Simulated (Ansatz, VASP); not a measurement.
## CaO in VASP and in Ansatz

```
Ca O
1.0
     0.00000    2.35449    2.35449
     2.35449    0.00000    2.35449
     2.35449    2.35449    0.00000
Ca O
1 1
Direct
  0.00000 0.00000 0.00000
  0.50000 0.50000 0.50000
```

Alike in both runs: task single point; functional r2SCAN; dispersion D3(BJ); k mesh 10 × 10 × 10; occupations fermi-dirac, width 0.05 eV; no spin polarisation.

|  | VASP | Ansatz |
| --- | --- | --- |
| version | VASP 6.6.1 | Ansatz 0.2.0 |
| potentials or method | VASP PAW PBE potentials, release 64 (Ca_sv, O) | Ansatz PAW |
| plane-wave cutoff (eV) | 520 | 500 |
| valence electrons in the cell | 16 | 16 |

Ansatz gave:

| Item | Value |
| --- | --- |
| gap on the k mesh at the Fermi level (eV) | 4.18 |
| least direct gap on the mesh (eV) | 4.54 |
| pressure (GPa) | 5.4 |

Task: Which values does VASP return?

Result: gap on the k mesh at the Fermi level (eV): 4.16; least direct gap on the mesh (eV): 4.52; pressure (GPa): 6.7.

VASP's potentials were made for PBE, not for r2SCAN.
